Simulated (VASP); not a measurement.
**Si: electric field gradients with LDA**

Si:

```
Si
1.0
     0.00000    2.66004    2.66004
     2.66004    0.00000    2.66004
     2.66004    2.66004    0.00000
Si
2
Direct
  0.50000 0.50000 0.50000
  0.75000 0.75000 0.75000
```

This cell differs from its parent crystal: volume scaled by 0.94.

```
Program                : VASP 6.6.1
Task                   : electric field gradients
Functional             : LDA
Potentials or basis    : VASP PAW LDA potentials, release 64 (Si)
Cutoff                 : 520 eV
k mesh                 : 11 × 11 × 11
Occupations            : fermi-dirac, width 0.08 eV
Spin                   : no spin polarisation
Dipole correction      : no
Further INCAR settings : ALGO = Normal; EDIFF = 1e-08; NBANDS = 11
```

The pressure is 4.9 GPa and the band gap on the k mesh is 0.38 eV, indirect (least direct gap 2.55 eV).

Levels at points of the mesh, in eV from the valence-band top:
```tsv
k point	band 2	band 3	band 4	band 5	band 6	band 7
(0.00, 0.00, 0.00)	0.00	0.00	0.00	2.55	2.55	2.55
```

It took 11 s on 1 thread of Intel Xeon 6975P-C (shared host), peak memory 0.14 GiB.

Caveat: without QUAD_EFG the Cq values of the log hold for a quadrupole moment of 1 mb, not for the nuclei. A k mesh can miss the band edges.
